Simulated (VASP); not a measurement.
# Ir (I4/mmm) in VASP: further runs

Runs on Ir. Level: PBE. Tasks: single point.

Program: VASP 6.6.1. These are calculated values, not measurements. Logs are shortened: lines on timing, memory, paths and dates and some standing lists are left out, and cuts for length are marked.

### Step 1. The cell of the first run

It takes space group I4/mmm (No. 139, tetragonal). The conventional cell has a = 2.633 Å, b = 2.633 Å, c = 3.839 Å, α = 90.00°, β = 90.00°, γ = 90.00°. Within 3.5 Å of Ir (site symmetry 4/mmm) lie 12 Ir at 2.63 to 2.67 Å.

### Step 2. Single point, PBE (equal xx and yy strain of -3 %)

File INCAR:

```
PREC = Accurate
ENCUT = 520
EDIFF = 1E-7
ISMEAR = -1
SIGMA = 0.05
LREAL = F
LASPH = T
NELM = 80
ALGO = Normal
ISIF = 2
LWAVE = F
LCHARG = F
GGA = PE
NBANDS = 10
```

File KPOINTS:

```
Automatic mesh
0
Gamma
  15 15 15
```

File POSCAR:

```
Ir
1.0
    0.0000000000      1.8621090000      1.9197000000
    1.8621090000      0.0000000000      1.9197000000
    1.8621090000      1.8621090000      0.0000000000
Ir
1
Direct
    0.0000000000      0.0000000000      0.0000000000
```

Potentials or basis: VASP PAW PBE potentials, release 64 (Ir).

Started as:

```console
$ cat potpaw_PBE.64/Ir/POTCAR > POTCAR
$ mpirun -np 1 vasp_std > vasp.out
```

OUTCAR:

```text
PREC = Accurate
   ENCUT = 520
   EDIFF = 1E-7
   ISMEAR = -1
   LREAL = F
   LASPH = T
   NELM = 80
   ISIF = 2
   GGA = PE

 ion  position               nearest neighbor table
   1  0.000  0.000  0.000-

  LATTYP: Found a body centered tetragonal cell.
 ALAT       =     2.6334198024
 C/A-ratio  =     1.4579521262

  Lattice vectors:

 A1 = (  -1.8621090000,   0.0000000000,   1.9197000000)
 A2 = (   1.8621090000,   0.0000000000,   1.9197000000)
 A3 = (   0.0000000000,   1.8621090000,  -1.9197000000)

Analysis of symmetry for initial positions (statically):
=====================================================================
 Subroutine PRICEL returns:
 Original cell was already a primitive cell.

 Routine SETGRP: Setting up the symmetry group for a
 body centered tetragonal supercell.

 Subroutine GETGRP returns: Found 16 space group operations
 (whereof 16 operations were pure point group operations)
 out of a pool of 16 trial point group operations.

The static configuration has the point symmetry D_4h.

Analysis of symmetry for dynamics (positions and initial velocities):
=====================================================================
 Subroutine PRICEL returns:
 Original cell was already a primitive cell.

 Routine SETGRP: Setting up the symmetry group for a
 body centered tetragonal supercell.

 Subroutine GETGRP returns: Found 16 space group operations
 (whereof 16 operations were pure point group operations)
 out of a pool of 16 trial point group operations.

The dynamic configuration has the point symmetry D_4h.

 Subroutine INISYM returns: Found 16 space group operations
 (whereof 16 operations are pure point group operations),
 and found     1 'primitive' translations

----------------------------------------------------------------------------------------

                                     Primitive cell

  volume of cell :      13.3129

  direct lattice vectors                    reciprocal lattice vectors
     0.000000000  1.862109000  1.919700000    -0.268512745  0.268512745  0.260457363
     1.862109000  0.000000000  1.919700000     0.268512745 -0.268512745  0.260457363
     1.862109000  1.862109000  0.000000000     0.268512745  0.268512745 -0.260457363

  length of vectors
     2.674452845  2.674452845  2.633419802     0.460473916  0.460473916  0.460473916

  position of ions in fractional coordinates (direct lattice)
     0.000000000  0.000000000  0.000000000

  ion indices of the primitive-cell ions
   primitive index   ion index
                 1           1
[... 71 lines left out ...]
   NELM   =     80;   NELMIN=  2; NELMDL= -5     # of ELM steps
   EDIFF  = 0.1E-06   stopping-criterion for ELM
   LREAL  =      F    real-space projection
   EDIFFG = 0.1E-05   stopping-criterion for IOM
   NSW    =      0    number of steps for IOM
   IBRION =     -1    ionic relax: 0-MD 1-quasi-New 2-CG
   NFREE  =      0    steps in history (QN), initial steepest desc. (CG)
   ISIF   =      2    stress and relaxation
   ISYM   =      2    0-nonsym 1-usesym 2-fastsym
   POTIM  = 0.5000    time-step for ionic-motion
   TEBEG  =    0.0;   TEEND  =   0.0 temperature during run
   PSTRESS=    0.0 pullay stress
   NELECT =       9.0000    total number of electrons
   NUPDOWN=      -1.0000    fix difference up-down
   EMIN   =  10.00;   EMAX   =-10.00  energy-range for DOS
   EFERMI =   0.00;   METHOD = LEGACY
   ISMEAR =    -1;   SIGMA  =   0.05  broadening in eV -4-tet -1-fermi 0-gaus
   EFERMI_NEDOS =   21; number of points for ismear=-14 and -15
   IALGO  =     38    algorithm
   IMIX   =      4    mixing-type and parameters
     AMIX     =   0.40;   BMIX     =  1.00
     AMIX_MAG =   1.60;   BMIX_MAG =  1.00
  volume/ion in A,a.u.               =      13.31        89.84
  Fermi-wavevector in a.u.,A,eV,Ry     =   1.436805  2.715168 28.087982  2.064408
  Thomas-Fermi vector in A             =   2.555953
   LORBIT       =      0    0 simple, 1 ext, 2 COOP (PROOUT), +10 PAW based schemes
   GGA     = PE    functional components
   LHFCALC =     F    Hartree Fock is set to
   AEXX    =    0.0000 exact exchange contribution
   IVDW    =     0    specifies the selected vdW correction
   LEPSILON=     F    determine dielectric tensor
   LRPA    =     F    only Hartree local field effects (RPA)
 non-spin polarized calculation
  energy-cutoff  :      520.00
  volume of cell :       13.31
 maximum number of plane-waves:       372
   NGX =  9   NGY =  9   NGZ =  9

 number of electron       9.0000000 magnetization

 Free energy of the ion-electron system (eV)
  ---------------------------------------------------
  ext. energy  EPLUGINS =         0.00000000
  ---------------------------------------------------
  free energy    TOTEN  =        -8.71722732 eV

  energy without entropy =       -8.70997797  energy(sigma->0) =       -8.71360265

 E-fermi :  11.5544     XC(G=0): -14.3527

 val. band max:       11.5481576057   @ k =  -0.4667   0.2000   0.1333
 cond. band min:      11.5679927983   @ k =  -0.4667   0.2667   0.1333
 fundamental gap:      0.0198351927
 Fermi energy:        11.5543784196

 k-point     1 :       0.0000    0.0000    0.0000
  band No.  band energies     occupation
      1      -0.2919      2.00000
      2       6.9473      2.00000
      3       7.3848      2.00000
      4       7.3848      2.00000
      5       9.8886      2.00000
      6      10.4842      2.00000
      7      25.6973      0.00000
      8      30.9441      0.00000
      9      31.9971      0.00000
     10      31.9971      0.00000
[... 287 lines left out ...]
 k-point    24 :       0.2000    0.1333    0.0000
  band No.  band energies     occupation
      1       1.4006      2.00000
      2       5.9175      2.00000
      3       8.0686      2.00000
      4       8.3523      2.00000
      5       8.9206      2.00000
      6      10.9229      1.99999
      7      28.5779      0.00000
      8      28.9403      0.00000
      9      32.3678      0.00000
     10      32.7381      0.00000

 [... further k-points ...]
[... 5 lines left out ...]
  --------------------------------------------------------------------------------------
  -------------------------------------------------------------------------------------
  Total        3.5530527      3.5530527      2.3577672      0.0000000      0.0000000     -0.0000000
  in kB      427.6009666    427.6009666    283.7513586      0.0000000      0.0000000     -0.0000000
  external PRESSURE =     379.6510973 kB  Pullay stress =       0.0000000 kB

 VOLUME and BASIS-vectors are now :
 -----------------------------------------------------------------------------
  energy-cutoff  :      520.00
  volume of cell :       13.31
      direct lattice vectors                 reciprocal lattice vectors
     0.000000000  1.862109000  1.919700000    -0.268512745  0.268512745  0.260457363
     1.862109000  0.000000000  1.919700000     0.268512745 -0.268512745  0.260457363
     1.862109000  1.862109000  0.000000000     0.268512745  0.268512745 -0.260457363

 POSITION                                       TOTAL-FORCE (eV/Angst)
 -----------------------------------------------------------------------------------
      0.00000      0.00000      0.00000         0.000000      0.000000      0.000000
 -----------------------------------------------------------------------------------
    total drift:                                0.000000      0.000000      0.000000

  FREE ENERGIE OF THE ION-ELECTRON SYSTEM (eV)
  ---------------------------------------------------
  free  energy   TOTEN  =        -8.7172273233 eV

  energy  without entropy=       -8.7099779745  energy(sigma->0) =       -8.71360265
```

Wall time 16 s (1 thread of Intel Xeon 6975P-C, shared host); peak memory 0.16 GiB.

What came out:

| Item | Value |
| --- | --- |
| Free energy | -8.7172 eV |
| Pressure | 38.0 GPa |

Caveat: the cell differs from its parent crystal (equal xx and yy strain of -3 %); spin-orbit coupling is left out, which moves the levels of the heavy elements.

### Step 3. Single point, PBE (zz strain of -2 %)

File INCAR:

```
PREC     = Accurate       # precision mode
ENCUT    = 520            # plane-wave cutoff, eV
EDIFF    = 1E-7           # SCF threshold, eV
ISMEAR   = -1             # smearing method
SIGMA    = 0.05           # smearing width, eV
LREAL    = False          # projectors in reciprocal space
LASPH    = True           # aspherical terms in the spheres
NELM     = 80             # most SCF steps
ALGO     = Normal         # electronic algorithm
ISIF     = 2              # what is computed and relaxed
LWAVE    = False          # write WAVECAR
LCHARG   = False          # write CHGCAR
GGA      = PE             # functional
NBANDS   = 10             # bands
```

KPOINTS is that of step 2.

File POSCAR:

```
Ir
1.0
    0.0000000000      1.9197000000      1.8813060000
    1.9197000000      0.0000000000      1.8813060000
    1.9197000000      1.9197000000      0.0000000000
Ir
1
Direct
    0.0000000000      0.0000000000      0.0000000000
```

Potentials or basis: VASP PAW PBE potentials, release 64 (Ir).

Started as:

```console
$ cat potpaw_PBE.64/Ir/POTCAR > POTCAR
$ mpirun -np 1 vasp_std > vasp.out
```

Wall time 18 s (1 thread of Intel Xeon 6975P-C, shared host); peak memory 0.16 GiB.

Results (log left out):

```
Free energy : -8.8195 eV
Pressure    : 18.1 GPa
```

Stress tensor (GPa, compression positive):
```
15.34  0.00  0.00
 0.00 15.34  0.00
 0.00  0.00 23.56
```

Levels at points of the mesh, in eV from the Fermi level:
```csv
k point,band 1,band 2,band 3,band 4,band 5,band 6,band 7,band 8,band 9
"(0.00, 0.00, 0.00)",-11.39,-4.15,-4.15,-3.88,-1.46,-1.11,14.24,19.72,19.72
```

Caveat: the cell differs from its parent crystal (zz strain of -2 %); spin-orbit coupling is left out, which moves the levels of the heavy elements.
